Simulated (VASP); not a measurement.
Here is a VASP 6.6.1 calculation.

The input INCAR:

```
ALGO = Normal
EDIFF = 1E-6
ENCUT = 520
GGA = PE
ISIF = 2
ISMEAR = 0
LASPH = T
LCHARG = F
LREAL = F
LWAVE = F
NBANDS = 68
NELM = 100
PREC = Accurate
SIGMA = 0.05
```

File KPOINTS:

```
k-points
0
Gamma
  4 4 1
```

POSCAR

```
BIr12
1.0
    5.4305800000      0.0000000000      0.0000000000
    2.7152900000      4.7030200000      0.0000000000
    0.0000000000      0.0000000000     15.4340500000
Ir B
12 1
Direct
    0.1666666312      0.1666667375      0.0647918077
    0.6666666312      0.1666667375      0.0647918077
    0.1666666312      0.6666667375      0.0647918077
    0.6666666312      0.6666667375      0.0647918077
   -0.1660229093      0.3339771041      0.2078116243
    0.3320458053      0.3339771041      0.2078116243
   -0.1660230022      0.8320460045      0.2078116243
    0.3333333688      0.8333332625      0.2046402597
   -0.0115485090      0.0057743748      0.3541163855
    0.5057741342      0.0057743748      0.3541163855
    0.0000000000      0.5000000000      0.3480880909
    0.5057742684      0.4884514631      0.3541163855
    0.3333333688      0.8333332625      0.4322530379
```

Potentials or basis: VASP PAW PBE potentials, release 64 (Ir, B).

Command:

```sh
$ cat potpaw_PBE.64/Ir/POTCAR potpaw_PBE.64/B/POTCAR > POTCAR
$ mpirun -np 1 vasp_std > vasp.out
```

(1) Predict the largest force.

(2) Predict the band gap on the k mesh.

Results:

(1) 0.222 eV/Å.

(2) zero (an odd number of electrons rules out a gap without spin polarisation).

Caveat: there is no dipole correction, which matters where the two faces differ; spin-orbit coupling is left out, which moves the levels of the heavy elements.
